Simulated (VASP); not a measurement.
KI: single point with PBE

KI:

```
CELL_PARAMETERS angstrom
0.00000 3.55980 3.52455
3.55980 0.00000 3.52455
3.55980 3.55980 0.00000
ATOMIC_POSITIONS crystal
K 0.00000 0.00000 0.00000
I 0.50000 0.50000 0.50000
```

```yaml
Program: VASP 6.6.1
Task: single point
Functional: PBE
Potentials_or_basis: VASP PAW PBE potentials, release 64 (K_sv, I)
Cutoff: 520 eV
k_mesh: 8 × 8 × 8
Occupations: fermi-dirac, width 0.01 eV
Spin: no spin polarisation
```

- Pressure: 0.4 GPa
- Band gap on the k mesh: 3.93 eV

Stress tensor (GPa, compression positive):
```
0.36 0.00 0.00
0.00 0.36 0.00
0.00 0.00 0.62
```

Levels at points of the mesh, in eV from the valence-band top:
| k point | band 5 | band 6 | band 7 | band 8 | band 9 | band 10 | band 11 | band 12 |
| --- | --- | --- | --- | --- | --- | --- | --- | --- |
| (0.00, 0.00, 0.00) | -10.48 | 0.00 | 0.00 | 0.00 | 3.93 | 6.48 | 6.48 | 6.54 |
| (0.50, 0.00, 0.00) | -10.22 | -1.29 | -0.33 | -0.32 | 5.51 | 7.67 | 8.08 | 8.15 |
| (0.00, 0.00, 0.50) | -10.22 | -1.29 | -0.33 | -0.32 | 5.51 | 7.67 | 8.08 | 8.15 |
| (0.00, 0.50, 0.00) | -10.22 | -1.29 | -0.33 | -0.32 | 5.51 | 7.67 | 8.08 | 8.15 |
| (0.50, 0.50, 0.50) | -10.22 | -1.29 | -0.33 | -0.32 | 5.51 | 7.67 | 8.08 | 8.15 |
| (0.50, 0.50, 0.00) | -10.34 | -0.97 | -0.37 | -0.37 | 4.95 | 5.74 | 8.10 | 8.67 |
| (0.50, 0.00, 0.50) | -10.35 | -0.98 | -0.36 | -0.35 | 4.96 | 5.73 | 8.07 | 8.67 |
| (0.00, 0.50, 0.50) | -10.35 | -0.98 | -0.36 | -0.35 | 4.96 | 5.73 | 8.07 | 8.67 |

It took 12 min on 1 thread of Intel Xeon 8259CL, on a shared host, peak memory 0.5 GiB.

Caveat: spin-orbit coupling is left out, which moves the levels of the heavy elements. A hybrid or GW would open this gap; PBE tends to underestimate it.
